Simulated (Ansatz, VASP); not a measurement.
## One calculation of Al2O3, two programs

```xyz
10
Lattice="2.2782 1.3153 4.2527 -2.2782 1.3153 4.2527 0.0000 -2.6306 4.2527" Properties=species:S:1:pos:R:3 pbc="T T T"
Al    0.0000    0.0000   10.8705
Al    0.0000    0.0000    8.2669
Al    0.0000    0.0000    1.8878
Al    0.0000    0.0000    4.4913
O    -0.8846   -1.3153    5.3159
O     1.5814   -0.1084    5.3159
O    -0.6968    1.4237    5.3159
O     0.8846    1.3153    7.4423
O    -1.5814    0.1084    7.4423
O     0.6968   -1.4237    7.4423
```

Alike in both runs: task single point; functional PBEsol; k mesh 6 × 6 × 6; occupations gaussian, width 0.05 eV; no spin polarisation.

|  | VASP | Ansatz |
| --- | --- | --- |
| version | VASP 6.6.1 | Ansatz 0.2.0 |
| potentials or method | VASP PAW PBE potentials, release 64 (Al, O), cutoff 520 eV | scalar-relativistic, plane waves, PAW |
| valence electrons in the cell | 48 | 48 |

Ansatz gave:

- gap on the k mesh at the Fermi level (eV): 7.47
- least direct gap on the mesh (eV): 7.47
- rms of the force components (eV/Å): 0.144

What did VASP give for the same quantities?

gap on the k mesh at the Fermi level (eV): 7.49; least direct gap on the mesh (eV): 7.49; rms of the force components (eV/Å): 0.141.

VASP's potentials were made for PBE, not for PBEsol, and Ansatz warns of the same on its side. Atom by atom the forces differ by 0.003 eV/Å (rms over components). The functional is the same, so the differences come from potentials, cutoffs and numerics.
